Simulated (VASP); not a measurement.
# Cr (Im-3m) in VASP: a series of runs

The runs below take Cr through single point, relaxation of cell and atoms, with LDA.

Everything below comes from runs of VASP 6.6.1. Logs are shortened: lines on timing, memory, paths and dates and some standing lists are left out, and cuts for length are marked.

### Step 1. The cell of the first run

Symmetry: Im-3m, No. 229, cubic system. The conventional cell has a = 2.693 Å, b = 2.693 Å, c = 2.693 Å, α = 90.00°, β = 90.00°, γ = 90.00°. Within 3.1 Å of Cr (site symmetry m-3m) lie 14 Cr at 2.33 to 2.69 Å.

### Step 2. Single point, LDA, collinear spin, ferromagnetic start (volume scaled by 0.9)

The input, INCAR:

```
ALGO = Normal ; EDIFF = 1E-6
ENCUT = 520 ; GGA = CA
ISIF = 2 ; ISMEAR = -1
ISPIN = 2 ; LASPH = True
LCHARG = False ; LMAXMIX = 4
LORBIT = 11 ; LREAL = False
LWAVE = False ; MAGMOM = 2
NBANDS = 16 ; NELM = 150
PREC = Accurate ; SIGMA = 0.1
```

The input, KPOINTS:

```
k-points
0
Gamma
  21 21 21
```

The input, POSCAR:

```
Cr
1.0
   -1.3462535541      1.3462535541      1.3462535541
    1.3462535541     -1.3462535541      1.3462535541
    1.3462535541      1.3462535541     -1.3462535541
Cr
1
Direct
    0.0000000000      0.0000000000      0.0000000000
```

Potentials or basis: VASP PAW LDA potentials, release 64 (Cr_pv).

Run with:

```
cat potpaw_LDA.64/Cr_pv/POTCAR > POTCAR
mpirun -np 1 vasp_std > vasp.out
```

OUTCAR:

```text
EDIFF = 1E-6
   ENCUT = 520
   GGA = CA
   ISIF = 2
   ISMEAR = -1
   ISPIN = 2
   LASPH = True
   LORBIT = 11
   LREAL = False
   NELM = 150
   PREC = Accurate

 ion  position               nearest neighbor table
   1  0.000  0.000  0.000-

  LATTYP: Found a body centered cubic cell.
 ALAT       =     2.6925071082

  Lattice vectors:

 A1 = (  -1.3462535541,   1.3462535541,   1.3462535541)
 A2 = (   1.3462535541,  -1.3462535541,   1.3462535541)
 A3 = (   1.3462535541,   1.3462535541,  -1.3462535541)

Analysis of symmetry for initial positions (statically):
=====================================================================
 Subroutine PRICEL returns:
 Original cell was already a primitive cell.

 Routine SETGRP: Setting up the symmetry group for a
 body centered cubic supercell.

 Subroutine GETGRP returns: Found 48 space group operations
 (whereof 48 operations were pure point group operations)
 out of a pool of 48 trial point group operations.

The static configuration has the point symmetry O_h .

Analysis of symmetry for dynamics (positions and initial velocities):
=====================================================================
 Subroutine PRICEL returns:
 Original cell was already a primitive cell.

 Routine SETGRP: Setting up the symmetry group for a
 body centered cubic supercell.

 Subroutine GETGRP returns: Found 48 space group operations
 (whereof 48 operations were pure point group operations)
 out of a pool of 48 trial point group operations.

The dynamic configuration has the point symmetry O_h .

Analysis of structural, dynamic, and magnetic symmetry:
=====================================================================
 Subroutine PRICEL returns:
 Original cell was already a primitive cell.

 Routine SETGRP: Setting up the symmetry group for a
 body centered cubic supercell.

 Subroutine GETGRP returns: Found 48 space group operations
 (whereof 48 operations were pure point group operations)
 out of a pool of 48 trial point group operations.

The overall configuration has the point symmetry O_h .

 Subroutine INISYM returns: Found 48 space group operations
 (whereof 48 operations are pure point group operations),
 and found     1 'primitive' translations

----------------------------------------------------------------------------------------

                                     Primitive cell

  volume of cell :       9.7598

  direct lattice vectors                    reciprocal lattice vectors
    -1.346253554  1.346253554  1.346253554     0.000000000  0.371401062  0.371401062
     1.346253554 -1.346253554  1.346253554     0.371401062  0.000000000  0.371401062
     1.346253554  1.346253554 -1.346253554     0.371401062  0.371401062  0.000000000

  length of vectors
     2.331779556  2.331779556  2.331779556     0.525240419  0.525240419  0.525240419

  position of ions in fractional coordinates (direct lattice)
     0.000000000  0.000000000  0.000000000

  ion indices of the primitive-cell ions
   primitive index   ion index
                 1           1

----------------------------------------------------------------------------------------

 KPOINTS: k-points

Automatic generation of k-mesh.
 Grid dimensions read from file:
 generate k-points for:   21   21   21

 Generating k-lattice:

  Cartesian coordinates                     Fractional coordinates (reciprocal lattice)
     0.000000000  0.017685765  0.017685765     0.047619048  0.000000000  0.000000000
     0.017685765  0.000000000  0.017685765     0.000000000  0.047619048  0.000000000
     0.017685765  0.017685765  0.000000000     0.000000000  0.000000000  0.047619048

  Length of vectors
     0.025011449  0.025011449  0.025011449

  Shift w.r.t. Gamma in fractional coordinates (k-lattice)
     0.000000000  0.000000000  0.000000000

 Subroutine IBZKPT returns following result:
 ===========================================

 Found    286 irreducible k-points:

 Following reciprocal coordinates:
            Coordinates               Weight
  0.000000  0.000000  0.000000      1.000000
  0.047619  0.000000  0.000000     12.000000
  0.095238  0.000000  0.000000     12.000000
  0.142857  0.000000  0.000000     12.000000
  0.190476  0.000000  0.000000     12.000000
  0.238095  0.000000  0.000000     12.000000
[... 16 lines left out ...]
  0.142857  0.095238  0.000000     48.000000
  0.190476  0.095238  0.000000     48.000000
 [... further k-points ...]
   k-points           NKPTS =    286   k-points in BZ     NKDIM =    286   number of bands    NBANDS=     16
   number of dos      NEDOS =    301   number of ions     NIONS =      1
   total plane-waves  NPLWV =   5832
   dimension x,y,z NGX =    18 NGY =   18 NGZ =   18
   dimension x,y,z NGXF=    36 NGYF=   36 NGZF=   36
   ions per type =               1
   NGX,Y,Z   is equivalent  to a cutoff of  12.83, 12.83, 12.83 a.u.
   NGXF,Y,Z  is equivalent  to a cutoff of  25.67, 25.67, 25.67 a.u.
 SYSTEM =  unknown system
   PREC   = accura    normal or accurate (medium, high low for compatibility)
   ISTART =      0    job   : 0-new  1-cont  2-samecut
   ICHARG =      2    charge: 1-file 2-atom 10-const
   ISPIN  =      2    spin polarized calculation?
   LNONCOLLINEAR =      F non collinear calculations
   LSORBIT =      F    spin-orbit coupling
   LASPH  =      T    aspherical Exc in radial PAW
   ENCUT  =  520.0 eV  38.22 Ry    6.18 a.u.   4.34  4.34  4.34*2*pi/ulx,y,z
   NELM   =    150;   NELMIN=  2; NELMDL= -5     # of ELM steps
   EDIFF  = 0.1E-05   stopping-criterion for ELM
   LREAL  =      F    real-space projection
   EDIFFG = 0.1E-04   stopping-criterion for IOM
   NSW    =      0    number of steps for IOM
   IBRION =     -1    ionic relax: 0-MD 1-quasi-New 2-CG
   NFREE  =      0    steps in history (QN), initial steepest desc. (CG)
   ISIF   =      2    stress and relaxation
   ISYM   =      2    0-nonsym 1-usesym 2-fastsym
   POTIM  = 0.5000    time-step for ionic-motion
   TEBEG  =    0.0;   TEEND  =   0.0 temperature during run
   PSTRESS=    0.0 pullay stress
   NELECT =      12.0000    total number of electrons
   NUPDOWN=      -1.0000    fix difference up-down
   EMIN   =  10.00;   EMAX   =-10.00  energy-range for DOS
   EFERMI =   0.00;   METHOD = LEGACY
   ISMEAR =    -1;   SIGMA  =   0.10  broadening in eV -4-tet -1-fermi 0-gaus
   EFERMI_NEDOS =   21; number of points for ismear=-14 and -15
   IALGO  =     38    algorithm
   IMIX   =      4    mixing-type and parameters
     AMIX     =   0.40;   BMIX     =  1.00
     AMIX_MAG =   1.60;   BMIX_MAG =  1.00
  volume/ion in A,a.u.               =       9.76        65.86
  Fermi-wavevector in a.u.,A,eV,Ry     =   1.753834  3.314265 41.850600  3.075932
  Thomas-Fermi vector in A             =   2.823892
   LORBIT       =     11    0 simple, 1 ext, 2 COOP (PROOUT), +10 PAW based schemes
   GGA     = CA    functional components
   LHFCALC =     F    Hartree Fock is set to
   AEXX    =    0.0000 exact exchange contribution
   IVDW    =     0    specifies the selected vdW correction
   LEPSILON=     F    determine dielectric tensor
   LRPA    =     F    only Hartree local field effects (RPA)
 spin polarized calculation
  energy-cutoff  :      520.00
  volume of cell :        9.76
 maximum number of plane-waves:       273
 NGX is ok and might be reduce to    18
   NGX =  9   NGY =  9   NGZ =  9

 number of electron      11.9999995 magnetization      -0.0003832

 number of electron      11.9999995 magnetization       0.0000225

 Free energy of the ion-electron system (eV)
  ---------------------------------------------------
  ext. energy  EPLUGINS =         0.00000000
  ---------------------------------------------------
  free energy    TOTEN  =       -10.51645159 eV

  energy without entropy =      -10.49433886  energy(sigma->0) =      -10.50539522

 E-fermi :  13.4523     XC(G=0): -15.0162

 val. band max:       13.4507811553   @ k =  -0.4762   0.4762   0.2857
 cond. band min:      13.4779469074   @ k =  -0.4286   0.4286   0.2857
 fundamental gap:      0.0271657522
 Fermi energy:        13.4522987011

 spin component 1

 k-point     1 :       0.0000    0.0000    0.0000
  band No.  band energies     occupation
      1     -28.6499      1.00000
      2     -28.6499      1.00000
      3     -28.6499      1.00000
      4       5.0970      1.00000
      5      12.2434      0.99999
      6      12.2434      0.99999
[... 8 lines left out ...]
     15      46.4096      0.00000
     16      52.6511      0.00000

 k-point     2 :       0.0476    0.0000    0.0000
  band No.  band energies     occupation
      1     -28.6876      1.00000
      2     -28.6609      1.00000
      3     -28.6503      1.00000
      4       5.2144      1.00000
      5      12.1929      1.00000
      6      12.2358      0.99999
[... 8 lines left out ...]
     15      46.6211      0.00000
     16      51.3265      0.00000
[... 387 lines left out ...]
      5      11.5602      1.00000
      6      11.7276      1.00000
[... 8 lines left out ...]
     15      44.7854      0.00000
     16      48.9363      0.00000

 k-point    24 :       0.1905    0.0952    0.0000
  band No.  band energies     occupation
      1     -29.4563      1.00000
      2     -28.8802      1.00000
      3     -28.7037      1.00000
      4       7.7273      1.00000
      5      11.2697      1.00000
      6      11.6153      1.00000
[... 8 lines left out ...]
     15      45.3822      0.00000
     16      48.3779      0.00000

 [... further k-points ...]

 spin component 2

 k-point     1 :       0.0000    0.0000    0.0000
  band No.  band energies     occupation
      1     -28.6499      1.00000
      2     -28.6499      1.00000
      3     -28.6499      1.00000
      4       5.0970      1.00000
      5      12.2434      0.99999
      6      12.2434      0.99999
[... 8 lines left out ...]
     15      46.4096      0.00000
     16      52.6512      0.00000

 k-point     2 :       0.0476    0.0000    0.0000
  band No.  band energies     occupation
      1     -28.6876      1.00000
      2     -28.6609      1.00000
      3     -28.6503      1.00000
      4       5.2144      1.00000
      5      12.1929      1.00000
      6      12.2358      0.99999
[... 8 lines left out ...]
     15      46.6211      0.00000
     16      51.3266      0.00000
[... 387 lines left out ...]
      5      11.5602      1.00000
      6      11.7277      1.00000
[... 8 lines left out ...]
     15      44.7854      0.00000
     16      48.9364      0.00000

 k-point    24 :       0.1905    0.0952    0.0000
  band No.  band energies     occupation
      1     -29.4562      1.00000
      2     -28.8802      1.00000
      3     -28.7037      1.00000
      4       7.7273      1.00000
      5      11.2697      1.00000
      6      11.6153      1.00000
[... 8 lines left out ...]
     15      45.3822      0.00000
     16      48.3779      0.00000

 [... further k-points ...]
[... 5 lines left out ...]
  --------------------------------------------------------------------------------------
  -------------------------------------------------------------------------------------
  Total        2.4218148      2.4218148      2.4218148     -0.0000000      0.0000000      0.0000000
  in kB      397.5675566    397.5675566    397.5675566     -0.0000000      0.0000000      0.0000000
  external PRESSURE =     397.5675566 kB  Pullay stress =       0.0000000 kB

 VOLUME and BASIS-vectors are now :
 -----------------------------------------------------------------------------
  energy-cutoff  :      520.00
  volume of cell :        9.76
      direct lattice vectors                 reciprocal lattice vectors
    -1.346253554  1.346253554  1.346253554     0.000000000  0.371401062  0.371401062
     1.346253554 -1.346253554  1.346253554     0.371401062  0.000000000  0.371401062
     1.346253554  1.346253554 -1.346253554     0.371401062  0.371401062  0.000000000

 POSITION                                       TOTAL-FORCE (eV/Angst)
 -----------------------------------------------------------------------------------
      0.00000      0.00000      0.00000         0.000000     -0.000000      0.000000
 -----------------------------------------------------------------------------------
    total drift:                                0.000000      0.000000      0.000000

  FREE ENERGIE OF THE ION-ELECTRON SYSTEM (eV)
  ---------------------------------------------------
  free  energy   TOTEN  =       -10.5164515897 eV

  energy  without entropy=      -10.4943388586  energy(sigma->0) =      -10.50539522

 total charge

# of ion       s       p       d       tot
------------------------------------------
    1        0.487   6.514   4.480  11.481

 magnetization (x)

# of ion       s       p       d       tot
------------------------------------------
    1       -0.000   0.000   0.000   0.000
```

Wall time 49 s (1 thread of Intel Xeon 6975P-C (Granite Rapids), shared host); peak memory 0.16 GiB.

What came out:

```
Free energy                                           : -10.5165 eV
Pressure                                              : 39.8 GPa
Band gap on the k mesh                                : zero (filled and empty bands overlap)
Net moment                                            : 0.00 μB per cell
Valence electrons inside the program's atomic spheres : Cr 11.48
```

Caveat: the cell differs from its parent crystal (volume scaled by 0.9); the starting moments collapsed, and a magnetic state may lie lower.

### Step 3. Single point, LDA, collinear spin, ferromagnetic start

This run uses another cell than the first one, of 10.84 Å³/atom, 1.111 times its volume.

The input, INCAR:

```
ALGO = Normal
EDIFF = 1E-7
ENCUT = 520
GGA = CA
ISIF = 2
ISMEAR = -1
ISPIN = 2
LASPH = True
LCHARG = True
LELF = True
LMAXMIX = 4
LORBIT = 11
LREAL = False
LVHAR = True
LWAVE = False
MAGMOM = 2
NBANDS = 16
NELM = 150
PREC = Accurate
SIGMA = 0.1
```

KPOINTS is that of step 2.

The input, POSCAR:

```
Cr
1.0
   -1.3943742682      1.3943742682      1.3943742682
    1.3943742682     -1.3943742682      1.3943742682
    1.3943742682      1.3943742682     -1.3943742682
Cr
1
Direct
    0.0000000000      0.0000000000      0.0000000000
```

Potentials or basis: VASP PAW LDA potentials, release 64 (Cr_pv).

Run with:

```
cat potpaw_LDA.64/Cr_pv/POTCAR > POTCAR
mpirun -np 1 vasp_std > vasp.out
```

Run time: 56 s. Hardware: 1 thread of Intel Xeon 6975P-C (Granite Rapids), shared host; peak memory 0.18 GiB.

It converged, with:

* Free energy: -10.6402 eV
* Pressure: 0.1 GPa
* Band gap on the k mesh: zero (filled and empty bands overlap)
* Net moment: 0.00 μB per cell
* Valence electrons inside the program's atomic spheres: Cr 11.21

Levels at points of the mesh, in eV from the Fermi level:
Spin up:
```tsv
k point	band 3	band 4	band 5	band 6	band 7	band 8	band 9	band 10
(0.00, 0.00, 0.00)	-42.25	-8.02	-1.02	-1.02	-1.02	1.16	1.16	5.38
```
Spin down:
| k point | band 4 | band 5 | band 6 | band 7 | band 8 | band 9 |
| --- | --- | --- | --- | --- | --- | --- |
| (0.00, 0.00, 0.00) | -8.02 | -1.02 | -1.02 | -1.02 | 1.16 | 1.16 |

Caveat: the starting moments collapsed, and a magnetic state may lie lower.

### Step 4. Single point, LDA, collinear spin, ferromagnetic start

This run uses another cell than the first one, of 10.84 Å³/atom, 1.111 times its volume.

The input, INCAR:

```
SYSTEM = Cr
PREC     = Accurate       ! precision mode
ENCUT    = 520            ! plane-wave cutoff, eV
EDIFF    = 1E-6           ! SCF threshold, eV
ISMEAR   = -1             ! smearing method
SIGMA    = 0.1            ! smearing width, eV
LREAL    = .False.        ! projectors in reciprocal space
LASPH    = .True.         ! aspherical terms in the spheres
NELM     = 150            ! most SCF steps
ALGO     = Normal         ! electronic algorithm
ISIF     = 2              ! what is computed and relaxed
LWAVE    = .False.        ! write WAVECAR
LCHARG   = .True.         ! write CHGCAR
ISPIN    = 2              ! spin polarisation
MAGMOM   = 2              ! initial moments
LORBIT   = 11             ! projections on sites
LMAXMIX  = 4              ! l up to which the mixer works
GGA      = CA             ! functional
LELF     = .True.         ! ELF
LVHAR    = .True.       
NBANDS   = 16             ! bands
```

The input, KPOINTS:

```
regular mesh
0
Gamma
  21 21 21
  0 0 0
```

POSCAR is that of step 3.

Run with:

```
cat potpaw_LDA.64/Cr_pv/POTCAR > POTCAR
mpirun -np 1 vasp_std > vasp.out
```

Run time: 52 s. Hardware: 1 thread of Intel Xeon 6975P-C (Granite Rapids), shared host; peak memory 0.17 GiB.

Results (log left out):

| Quantity | Value |
| --- | --- |
| Free energy | -10.6402 eV |
| Pressure | 0.1 GPa |
| Band gap on the k mesh | zero (filled and empty bands overlap) |
| Net moment | 0.00 μB per cell |
| Valence electrons inside the program's atomic spheres | Cr 11.21 |

Levels at points of the mesh, in eV from the Fermi level:
Spin up:
```tsv
k point	band 3	band 4	band 5	band 6	band 7	band 8	band 9	band 10
(0.00, 0.00, 0.00)	-42.25	-8.02	-1.02	-1.02	-1.02	1.16	1.16	5.38
```
Spin down:
```csv
k point,band 2,band 3,band 4,band 5,band 6,band 7,band 8,band 9,band 10,band 11
"(0.00, 0.00, 0.00)",-42.25,-42.25,-8.02,-1.02,-1.02,-1.02,1.16,1.16,5.38,22.81
```

Caveat: the starting moments collapsed, and a magnetic state may lie lower.

(Continued in part 2 of 2.)
